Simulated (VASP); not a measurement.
The system is Al.

```xyz
4
Lattice="2.2741 -3.8493 0.0000 2.2741 3.8493 0.0000 0.0000 0.0000 4.5643" Properties=species:S:1:pos:R:3 pbc="T T T"
Al    2.2741   -1.2032    1.9055
Al    2.2741   -2.6461    4.1876
Al    2.2741    1.2032    2.6588
Al    2.2741    2.6461    0.3766
```

- Program: VASP 6.6.1
- Task: relaxation of cell and atoms
- Functional: PBE
- Potentials or basis: VASP PAW PBE potentials, release 64 (Al)
- Cutoff: 600 eV
- k mesh: 12 × 12 × 10
- Occupations: gaussian, width 0.1 eV
- Spin: no spin polarisation

At the start: pressure 2.5 GPa; volume 19.98 Å³/atom.

Task: How do energy, volume and symmetry change on relaxing?

Result: Over 10 steps the energy falls by 18.9 meV/atom and the volume is 20.50 Å³/atom (+2.6 %); space group Cmce (No. 64, to 0.1 Å) before and after.

Step by step:
```
step  energy change (eV)  largest force (eV/Å)  pressure (GPa)  volume (Å³)
   1              0.0000                0.2016            2.49        79.91
   2             -0.0526                0.1786           -0.64        83.52
   3             -0.0539                0.1455           -0.25        82.99
   4             -0.0594                0.1267           -0.16        82.79
   5             -0.0651                0.0992            0.10        82.27
   6             -0.0701                0.0786           -0.03        82.31
   7             -0.0742                0.0840           -0.29        82.39
   8             -0.0750                0.0407            0.33        81.53
   9             -0.0755                0.0158            0.08        81.86
  10             -0.0757                0.0042            0.00        82.00
```

Final structure:
```xyz
4
Lattice="2.2212 -4.0307 0.0000 2.2212 4.0307 0.0000 0.0000 0.0000 4.5798" Properties=species:S:1:pos:R:3 pbc="T T T"
Al    2.2212   -1.2555    1.9755
Al    2.2212   -2.7751    4.2654
Al    2.2212    1.2555    2.6044
Al    2.2212    2.7751    0.3145
```
